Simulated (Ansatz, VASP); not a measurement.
Two plane-wave programs on CoBr4

Contents of POSCAR:

```
CoBr4
1.0
    4.1614570000      4.3698190000      0.0000000000
    4.1614570000     -4.3698190000      0.0000000000
    0.0000000000      0.0000000000     -3.7368620000
Br Co
4 1
Direct
    0.1894000000      0.8106000000      0.5000000000
    0.8106000000      0.1894000000      0.5000000000
    0.2852000000      0.2852000000      0.0000000000
    0.7148000000      0.7148000000      0.0000000000
    0.0000000000      0.0000000000      0.0000000000
```

The input INCAR.step1:

```
  ALGO = Normal
  EDIFF = 1E-4
  ENCUT = 520
  GGA = PE
  ISMEAR = -1
  LASPH = T
  LCHARG = F
  LREAL = F
  LWAVE = T
  NBANDS = 26
  NELM = 60
  PREC = Accurate
  SIGMA = 0.1
```

File INCAR.step2:

```
  ALGO = Normal
  EDIFF = 1E-7
  ENCUT = 520
  ISIF = 2
  ISMEAR = -1
  ISTART = 1
  LASPH = T
  LCHARG = T
  LELF = T
  LMIXTAU = T
  LREAL = F
  LVHAR = T
  LWAVE = F
  METAGGA = R2SCAN
  NBANDS = 26
  NELM = 60
  PREC = Accurate
  SIGMA = 0.1
```

KPOINTS

```
k-points
0
Gamma
  6 6 9
```

Input for Ansatz:

```yaml
crystal:
  lattice:
    - [4.161457, 4.369819, 0.0]
    - [4.161457, -4.369819, 0.0]
    - [0.0, 0.0, -3.736862]
  atoms:
    - { symbol: Br, position: [0.1894, 0.8106, 0.5] }
    - { symbol: Br, position: [0.8106, 0.1894, 0.5] }
    - { symbol: Co, position: [0.0, 0.0, 0.0] }
    - { symbol: Br, position: [0.2852, 0.2852, 0.0] }
    - { symbol: Br, position: [0.7148, 0.7148, 0.0] }
  symmetry: { tolerance: 0.0003 }
kpoints:
  mp_grid: { grid: [6, 6, 9], shift: [0, 0, 0] }
  band_path:
    path:
      - [0.0, 0.0, 0.0]
      - [0.5, -0.5, 0.0]
      - [0.52327264, -0.47672736, 0.0]
      - [0.47672736, 0.47672736, 0.0]
      - [0.0, 0.0, 0.0]
      - [0.0, 0.0, -0.5]
      - [0.47672736, 0.47672736, -0.5]
      - [0.52327264, -0.47672736, -0.5]
      - [0.5, -0.5, -0.5]
      - [0.5, -0.5, 0.0]
      - [0.0, 0.0, 0.0]
    npoints: 6
magnetization:
  spin_polarized: false
scf:
  occupations: { method: fermi_dirac }
  lower_state_search: "off"
  max_iter: 200
hamiltonian:
  pseudopotentials: { kind: paw }
  xc: r2scan
basis:
  ecutwfc: 500
  fft_grid_basis: typed
output:
  forces: true
  stress: true
  eigenvalues: true
  bader: true
  populations: true
  elf: true
  write_potential: true
  volumetric_format: npy
  dos:
    e_range: [-12, 8]
    de: 0.05
    projected: { site_lists: { Br: [Br], Co: [Co] } }
checkpoint:
  read: saved_state
```

Alike in both runs: task single point; functional r2SCAN; k mesh 6 × 6 × 9; no spin polarisation.

|  | VASP | Ansatz |
| --- | --- | --- |
| version | VASP 6.6.1 | Ansatz 0.2.0 |
| potentials or method | VASP PAW PBE potentials, release 64 (Br, Co), cutoff 520 eV | PAW plane waves |
| occupations | fermi-dirac, width 0.1 eV | fermi-dirac |
| valence electrons in the cell | 37 | 45 |

Ansatz gave:

```
pressure (GPa)                     : -3.2
rms of the force components (eV/Å) : 0.241
```

What did VASP give for the same quantities?

Pressure (GPa): -3.2; rms of the force components (eV/Å): 0.240.

VASP's potentials were made for PBE, not for r2SCAN. VASP's potentials hold 37 valence electrons a cell and Ansatz's 45, so a difference there can come from the potentials and not from the codes.
